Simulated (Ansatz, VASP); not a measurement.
# Bi2TeO4 in VASP and in Ansatz

INCAR

```
SYSTEM = Bi2TeO4
PREC     = Accurate       ! precision mode
ENCUT    = 600            ! plane-wave cutoff, eV
EDIFF    = 1E-6           ! SCF threshold, eV
ISMEAR   = 0              ! smearing method
SIGMA    = 0.15           ! smearing width, eV
LREAL    = .FALSE.        ! projectors in reciprocal space
LASPH    = .TRUE.         ! aspherical terms in the spheres
NELM     = 60             ! most SCF steps
ALGO     = Normal         ! electronic algorithm
ISIF     = 3              ! what is computed and relaxed
LWAVE    = .FALSE.        ! write WAVECAR
LCHARG   = .FALSE.        ! write CHGCAR
GGA      = PE             ! functional
IBRION   = 2              ! ionic algorithm
NSW      = 36             ! ionic steps
EDIFFG   = -0.08          ! ionic threshold
```

File KPOINTS:

```
Automatic mesh
0
G
  3 3 3
  0 0 0
```

POSCAR

```
Bi2TeO4
1.0
    2.0538853900      1.1858112800      7.6093990200
   -2.0538853900      1.1858112800      7.6093990200
    0.0000000000     -2.3716225700      7.6093990200
Bi Te O
2 1 4
Direct
    0.2434532000      0.2434532000      0.2434532000
    0.7565468000      0.7565468000      0.7565468000
    0.0000000000      0.0000000000      0.0000000000
    0.1389432800      0.1389432800      0.1389432800
    0.8610567200      0.8610567200      0.8610567200
    0.4313669500      0.4313669500      0.4313669500
    0.5686330500      0.5686330500      0.5686330500
```

Input for Ansatz:

```yaml
crystal:
  lattice:
    - [2.05388539, 1.18581128, 7.60939902]
    - [-2.05388539, 1.18581128, 7.60939902]
    - [0.0, -2.37162257, 7.60939902]
  atoms:
    - { symbol: Bi, position: [0.2434532, 0.2434532, 0.2434532] }
    - { symbol: Bi, position: [0.7565468, 0.7565468, 0.7565468] }
    - { symbol: Te, position: [0.0, 0.0, 0.0] }
    - { symbol: O, position: [0.13894328, 0.13894328, 0.13894328] }
    - { symbol: O, position: [0.86105672, 0.86105672, 0.86105672] }
    - { symbol: O, position: [0.43136695, 0.43136695, 0.43136695] }
    - { symbol: O, position: [0.56863305, 0.56863305, 0.56863305] }
basis:
  ecutwfc: 420
kpoints:
  mp_grid: { grid: [3, 3, 3] }
hamiltonian:
  xc: pbe
scf:
  occupations: { method: gaussian, width: 0.15 }
  lower_state_search: "off"
output:
  forces: true
  stress: true
  eigenvalues: true
relax:
  adjacent_minimum: "off"
  f_tol: 0.08
  max_steps: 16
  cell: { stress_tol: 0.8 }
```

Change from the starting cell: species swapped into the Ce2SeF4 type (R-3m, No. 166).

Alike in both runs: task relaxation of cell and atoms; functional PBE; k mesh 3 × 3 × 3; occupations gaussian, width 0.15 eV; no spin polarisation.

```csv
,VASP,Ansatz
version,VASP 6.6.1,Ansatz 0.2.0
potentials or method,"VASP PAW PBE potentials, release 64 (Bi_d, Te, O), cutoff 600 eV","scalar-relativistic, plane waves, PAW"
valence electrons in the cell,60,70
```

```tsv
	VASP	Ansatz	Ansatz less VASP
gap on the k mesh at the Fermi level, each at its own relaxed structure (eV)	none	none	-
relaxed volume (Å³/atom)	15.92	16.00	+0.087
relaxed length of the cell vector where the two differ most in proportion (Å)	8.903	8.912	+0.0088
```

A gap of «none» marks a metal or a gap that the smearing closes. VASP's potentials hold 60 valence electrons a cell and Ansatz's 70, so a difference there can come from the potentials and not from the codes.

The k mesh is coarse, so the values compare programs but aren't converged. Spin-orbit coupling is off throughout.
